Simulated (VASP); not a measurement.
# SiC (P6_3mc) in VASP: single point with r2SCAN

Aim: the single point of SiC with r2SCAN.

All numbers are computed with VASP 6.6.1; they aren't measurements. Logs are shortened: lines on timing, memory, paths and dates and some standing lists are left out, and cuts for length are marked.

## Step 1: The cell of the first run

The structure is hexagonal, space group P6_3mc (No. 186). The conventional cell has a = 2.984 Å, b = 2.984 Å, c = 14.636 Å, α = 90.00°, β = 90.00°, γ = 120.00°. Within 2.4 Å of Si (site symmetry 3m) lie 4 C at 1.83 Å. Within 2.4 Å of Si (site symmetry 3m) lie 4 C at 1.83 Å. Si (site symmetry 3m) has 4 C at 1.83 Å within 2.4 Å. C (site symmetry 3m) has 4 Si at 1.83 Å within 2.4 Å. Within 2.4 Å of C (site symmetry 3m) lie 4 Si at 1.83 Å. Within 2.4 Å of C (site symmetry 3m) lie 4 Si at 1.83 Å.

## Step 2: Single point, r2SCAN (9.40 Å³/atom)

The input, POSCAR:

```
SiC
1.0
    1.4918627686     -2.5839914249      0.0000000000
    1.4918627686      2.5839914249      0.0000000000
    0.0000000000      0.0000000000     14.6359041134
Si C
6 6
Direct
    0.1666734283      0.8333265717      0.8576907151
    0.8333265717      0.1666734283      0.3576907151
    0.4999936207      0.5000063793      0.5245225716
    0.5000063793      0.4999936207      0.0245225716
    0.8333377671      0.1666622329      0.6911799473
    0.1666622329      0.8333377671      0.1911799473
    0.4999943377      0.5000056623      0.6498376894
    0.5000056623      0.4999943377      0.1498376894
    0.1666646872      0.8333353128      0.9827076821
    0.8333353128      0.1666646872      0.4827076821
    0.8333293240      0.1666706760      0.8162013945
    0.1666706760      0.8333293240      0.3162013945
```

The input, INCAR.step1:

```
SYSTEM = SiC
  PREC = Accurate
  ENCUT = 520
  ISMEAR = 0
  SIGMA = 0.02
  LREAL = .False.
  LASPH = .True.
  NELM = 100
  NBANDS = 36
  GGA = PE
  ALGO = Normal
  EDIFF = 1E-4
  LWAVE = .True.
  LCHARG = .False.
```

The input, INCAR.step2:

```
SYSTEM = SiC
  PREC = Accurate
  ENCUT = 520
  EDIFF = 1E-7
  ISMEAR = 0
  SIGMA = 0.02
  LREAL = .False.
  LASPH = .True.
  NELM = 100
  ALGO = Normal
  ISIF = 2
  LWAVE = .False.
  LCHARG = .False.
  METAGGA = R2SCAN
  LMIXTAU = .True.
  NBANDS = 36
  ISTART = 1
```

The input, KPOINTS:

```
regular mesh
0
Gamma
  12 12 2
  0 0 0
```

Potentials or basis: VASP PAW PBE potentials, release 64 (Si, C).

Started as:

```console
$ cat potpaw_PBE.64/Si/POTCAR potpaw_PBE.64/C/POTCAR > POTCAR
$ cp INCAR.step1 INCAR
$ mpirun -np 1 vasp_std > vasp.out
$ cp INCAR.step2 INCAR
$ mpirun -np 1 vasp_std > vasp.out
```

OUTCAR:

```text
SYSTEM = SiC
   PREC = Accurate
   ENCUT = 520
   EDIFF = 1E-7
   ISMEAR = 0
   LREAL = .False.
   LASPH = .True.
   NELM = 100
   ISIF = 2
   METAGGA = R2SCAN
   ISTART = 1

 ion  position               nearest neighbor table
   1  0.167  0.833  0.858-  11 1.83  11 1.83  11 1.83   9 1.83   5 2.98   5 2.98   5 2.98   4 2.99
                             4 2.99   4 2.99
   2  0.833  0.167  0.358-  12 1.83  12 1.83  12 1.83  10 1.83   6 2.98   6 2.98   6 2.98   3 2.99
                             3 2.99   3 2.99
   3  0.500  0.500  0.525-  10 1.83  10 1.83  10 1.83   7 1.83   5 2.99   5 2.99   5 2.99   2 2.99
                             2 2.99   2 2.99
   4  0.500  0.500  0.025-   9 1.83   9 1.83   9 1.83   8 1.83   6 2.99   6 2.99   6 2.99   1 2.99
                             1 2.99   1 2.99
   5  0.833  0.167  0.691-   7 1.83   7 1.83   7 1.83  11 1.83   1 2.98   1 2.98   1 2.98   3 2.99
                             3 2.99   3 2.99
   6  0.167  0.833  0.191-   8 1.83   8 1.83   8 1.83  12 1.83   2 2.98   2 2.98   2 2.98   4 2.99
                             4 2.99   4 2.99
   7  0.500  0.500  0.650-   5 1.83   5 1.83   5 1.83   3 1.83
   8  0.500  0.500  0.150-   6 1.83   6 1.83   6 1.83   4 1.83
   9  0.167  0.833  0.983-   4 1.83   4 1.83   4 1.83   1 1.83
  10  0.833  0.167  0.483-   3 1.83   3 1.83   3 1.83   2 1.83
  11  0.833  0.167  0.816-   1 1.83   1 1.83   1 1.83   5 1.83
  12  0.167  0.833  0.316-   2 1.83   2 1.83   2 1.83   6 1.83

  LATTYP: Found a hexagonal cell.
 ALAT       =     2.9837336014
 C/A-ratio  =     4.9052315215

  Lattice vectors:

 A1 = (   1.4918627686,  -2.5839914249,   0.0000000000)
 A2 = (   1.4918627686,   2.5839914249,   0.0000000000)
 A3 = (   0.0000000000,   0.0000000000,  14.6359041134)

Analysis of symmetry for initial positions (statically):
=====================================================================
 Subroutine PRICEL returns:
 Original cell was already a primitive cell.

 Routine SETGRP: Setting up the symmetry group for a
 hexagonal supercell.

 Subroutine GETGRP returns: Found  4 space group operations
 (whereof  2 operations were pure point group operations)
 out of a pool of 24 trial point group operations.

The static configuration has the point symmetry C_1h.
 The point group associated with its full space group is C_2v.

Analysis of symmetry for dynamics (positions and initial velocities):
=====================================================================
[... 143 lines left out ...]
   NUPDOWN=      -1.0000    fix difference up-down
   EMIN   =  10.00;   EMAX   =-10.00  energy-range for DOS
   EFERMI =   0.00;   METHOD = LEGACY
   ISMEAR =     0;   SIGMA  =   0.02  broadening in eV -4-tet -1-fermi 0-gaus
   EFERMI_NEDOS =   21; number of points for ismear=-14 and -15
   IALGO  =     38    algorithm
   IMIX   =      4    mixing-type and parameters
     AMIX     =   0.40;   BMIX     =  1.00
     AMIX_MAG =   1.60;   BMIX_MAG =  1.00
  volume/ion in A,a.u.               =       9.40        63.46
  Fermi-wavevector in a.u.,A,eV,Ry     =   1.231210  2.326649 20.624768  1.515878
  Thomas-Fermi vector in A             =   2.366028
   LORBIT       =      0    0 simple, 1 ext, 2 COOP (PROOUT), +10 PAW based schemes
   METAGGA = R2SCAN    functional components
   LHFCALC =     F    Hartree Fock is set to
   AEXX    =    0.0000 exact exchange contribution
   IVDW    =     0    specifies the selected vdW correction
   LEPSILON=     F    determine dielectric tensor
   LRPA    =     F    only Hartree local field effects (RPA)
 non-spin polarized calculation
 Gauss-broadening in eV      SIGMA  =   0.02
  energy-cutoff  :      520.00
  volume of cell :      112.84
 maximum number of plane-waves:      3084
 NGX is ok and might be reduce to    24
   NGX = 11   NGY = 11   NGZ = 55

 number of electron      47.9999998 magnetization

 Free energy of the ion-electron system (eV)
  ---------------------------------------------------
  ext. energy  EPLUGINS =         0.00000000
  ---------------------------------------------------
  free energy    TOTEN  =      -115.14868669 eV

  energy without entropy =     -115.14868669  energy(sigma->0) =     -115.14868669

 E-fermi :   9.2473     XC(G=0): -12.3657

 val. band max:        9.1345969998   @ k =   0.0000   0.0000   0.0000
 cond. band min:      11.5310755344   @ k =   0.5000   0.5000   0.0000
 fundamental gap:      2.3964785347
 Fermi energy:         9.2472529906

 k-point     1 :       0.0000    0.0000    0.0000
  band No.  band energies     occupation
      1      -7.8834      2.00000
      2      -7.3024      2.00000
      3      -7.2596      2.00000
      4      -5.5904      2.00000
      5      -5.5578      2.00000
      6      -3.8846      2.00000
[... 925 lines left out ...]
     35      17.8530      0.00000
     36      18.2672      0.00000

 [... further k-points ...]

------------------------ aborting loop because EDIFF is reached ----------------------------------------

  FORCE on cell =-STRESS in cart. coord.  units (eV):
  Direction    XX          YY          ZZ          XY          YZ          ZX
  --------------------------------------------------------------------------------------
  -------------------------------------------------------------------------------------
  Total       17.8949129     17.8862493     17.8761937      0.0000000      0.0000000      0.0000000
  in kB      254.0801143    253.9571046    253.8143310      0.0000000      0.0000000      0.0000000
  external PRESSURE =     253.9505166 kB  Pullay stress =       0.0000000 kB

 VOLUME and BASIS-vectors are now :
 -----------------------------------------------------------------------------
  energy-cutoff  :      520.00
  volume of cell :      112.84
      direct lattice vectors                 reciprocal lattice vectors
     1.491862769 -2.583991425  0.000000000     0.335151470 -0.193499094  0.000000000
     1.491862769  2.583991425  0.000000000     0.335151470  0.193499094  0.000000000
     0.000000000  0.000000000 14.635904113     0.000000000  0.000000000  0.068325127

 POSITION                                       TOTAL-FORCE (eV/Angst)
 -----------------------------------------------------------------------------------
      1.49186      1.72263     12.55308         0.000000      0.001361      0.001226
      1.49186     -1.72263      5.23513         0.000000     -0.001361      0.001226
      1.49186      0.00003      7.67686         0.000000     -0.001012      0.007070
      1.49186     -0.00003      0.35891         0.000000      0.001012      0.007070
      1.49186     -1.72268     10.11604         0.000000      0.001310      0.001285
      1.49186      1.72268      2.79809         0.000000     -0.001310      0.001285
      1.49186      0.00003      9.51096         0.000000     -0.001193     -0.007615
      1.49186     -0.00003      2.19301         0.000000      0.001193     -0.007615
      1.49186      1.72267     14.38282         0.000000     -0.001089     -0.002184
      1.49186     -1.72267      7.06486         0.000000      0.001089     -0.002184
      1.49186     -1.72264     11.94585         0.000000     -0.001359      0.000218
      1.49186      1.72264      4.62789         0.000000      0.001359      0.000218
 -----------------------------------------------------------------------------------
    total drift:                                0.000000     -0.000000     -0.000156

  FREE ENERGIE OF THE ION-ELECTRON SYSTEM (eV)
  ---------------------------------------------------
  free  energy   TOTEN  =      -115.1486866933 eV

  energy  without entropy=     -115.1486866933  energy(sigma->0) =     -115.14868669
```

OUTCAR.step1:

```text
SYSTEM = SiC
   PREC = Accurate
   ENCUT = 520
   ISMEAR = 0
   LREAL = .False.
   LASPH = .True.
   NELM = 100
[... 1205 lines left out ...]
      1.49186     -1.72267      7.06486         0.000000      0.001070      0.002811
      1.49186     -1.72264     11.94585         0.000000     -0.001342     -0.001150
      1.49186      1.72264      4.62789         0.000000      0.001342     -0.001150
 -----------------------------------------------------------------------------------
    total drift:                                0.000000     -0.000000     -0.000378

  FREE ENERGIE OF THE ION-ELECTRON SYSTEM (eV)
  ---------------------------------------------------
  free  energy   TOTEN  =       -89.2865608484 eV

  energy  without entropy=      -89.2865608484  energy(sigma->0) =      -89.28656085
```

It took 12 min on 1 thread of AMD EPYC 9R45 (Zen 5), shared host; peak memory 0.38 GiB.

Results:

| Quantity | Value |
| --- | --- |
| Free energy | -115.1487 eV |
| Pressure | 25.4 GPa |
| Largest force | 0.008 eV/Å |
| Band gap on the k mesh | 2.40 eV (least direct gap 3.57 eV) |

Forces on the atoms (eV/Å):
```
Si   0.000  0.001  0.001
Si   0.000 -0.001  0.001
Si   0.000 -0.001  0.007
Si   0.000  0.001  0.007
Si   0.000  0.001  0.001
Si   0.000 -0.001  0.001
C    0.000 -0.001 -0.008
C    0.000  0.001 -0.008
C    0.000 -0.001 -0.002
C    0.000  0.001 -0.002
C    0.000 -0.001  0.000
C    0.000  0.001  0.000
```

Levels at points of the mesh, in eV from the valence-band top:
| k point | band 20 | band 21 | band 22 | band 23 | band 24 | band 25 | band 26 | band 27 | band 28 | band 29 |
| --- | --- | --- | --- | --- | --- | --- | --- | --- | --- | --- |
| (0.00, 0.00, 0.00) | -0.32 | -0.32 | -0.03 | 0.00 | 0.00 | 6.66 | 6.82 | 7.27 | 7.77 | 8.00 |
| (0.50, 0.00, 0.00) | -2.42 | -1.97 | -1.95 | -1.79 | -1.17 | 2.40 | 2.67 | 3.87 | 4.53 | 5.41 |
| (0.50, 0.50, 0.00) | -2.42 | -1.98 | -1.95 | -1.79 | -1.17 | 2.40 | 2.67 | 3.87 | 4.53 | 5.41 |
| (0.00, 0.00, 0.50) | -0.68 | -0.10 | -0.10 | -0.10 | -0.10 | 6.72 | 6.72 | 7.50 | 7.50 | 8.10 |
| (0.50, 0.00, 0.50) | -2.58 | -1.85 | -1.85 | -1.41 | -1.41 | 2.48 | 2.48 | 4.08 | 4.08 | 5.84 |
| (0.50, 0.50, 0.50) | -2.58 | -1.85 | -1.85 | -1.41 | -1.41 | 2.48 | 2.48 | 4.08 | 4.08 | 5.84 |

Caveat: the cell stands under pressure; the PAW data sets were made with another functional, which shifts forces and pressure a little.
